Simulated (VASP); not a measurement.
Input of a VASP 6.6.1 run:

Contents of INCAR:

```
PREC     = Accurate       # precision mode
ENCUT    = 520            # plane-wave cutoff, eV
EDIFF    = 1E-7           # SCF threshold, eV
ISMEAR   = -1             # smearing method
SIGMA    = 0.05           # smearing width, eV
LREAL    = F              # projectors in reciprocal space
LASPH    = T              # aspherical terms in the spheres
NELM     = 60             # most SCF steps
ALGO     = Normal         # electronic algorithm
ISIF     = 2              # what is computed and relaxed
LWAVE    = F              # write WAVECAR
LCHARG   = F              # write CHGCAR
GGA      = PS             # functional
NBANDS   = 36             # bands
```

Contents of KPOINTS:

```
regular mesh
0
Gamma
  6 6 2
```

File POSCAR:

```
ZnCd2Te3
1.0
    4.5320043950      0.0004116455     -0.0011260899
   -2.2656360030      3.7419821593      0.0015102725
    0.0044079113     -0.0033665104     10.0782793719
Zn Cd Te
1 2 3
Direct
    0.1710622006      0.0047565017     -0.0008516704
    0.1709446618      0.5048115957      0.6753812586
    0.6709830315      0.5050244879      0.3229425180
    0.1709169251      0.5047796745      0.1525140611
    0.6709507711      0.5048893619      0.8458018590
    0.1710702492      0.0048593425      0.4991515511
```

Potentials or basis: VASP PAW PBE potentials, release 64 (Zn, Cd, Te).

Command:

```console
$ cat potpaw_PBE.64/Zn/POTCAR potpaw_PBE.64/Cd/POTCAR potpaw_PBE.64/Te/POTCAR > POTCAR
$ mpirun -np 1 vasp_std > vasp.out
```

(1) Estimate the band gap on the k mesh.

(2) What does it give for the pressure?

Answers

(1) 0.13 eV (least direct gap 0.29 eV).

(2) 0.2 GPa.

Caveat: semilocal functionals underestimate gaps, and a narrow one can read as zero; the PAW data sets were made with another functional, which shifts forces and pressure a little; spin-orbit coupling is left out, which moves the levels of the heavy elements.
